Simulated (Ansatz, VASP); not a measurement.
# K4Sn: VASP beside Ansatz

```
K Sn
1.0
    -4.23539    4.23539    4.23539
     4.23539   -4.23539    4.23539
     4.23539    4.23539   -4.23539
K Sn
4 1
Direct
  0.50000 0.50000 0.50000
  0.50000 0.00000 0.00000
  0.00000 0.00000 0.50000
  0.00000 0.50000 0.00000
  0.00000 0.00000 0.00000
```

Alike in both runs: task single point; functional PBEsol; k mesh 6 × 6 × 6; occupations gaussian, width 0.1 eV; no spin polarisation.

```csv
,VASP,Ansatz
version,VASP 6.6.1,Ansatz 0.2.0
potentials or method,"VASP PAW PBE potentials, release 64 (K_sv, Sn_d), cutoff 520 eV","scalar-relativistic, plane waves, PAW"
valence electrons in the cell,50,50
```

```csv
,VASP,Ansatz,Ansatz less VASP
gap on the k mesh at the Fermi level (eV),none,none,-
pressure (GPa),-0.3,-0.3,+0.01
```

VASP's potentials were made for PBE, not for PBEsol. A gap of «none» marks a metal or a gap that the smearing closes.
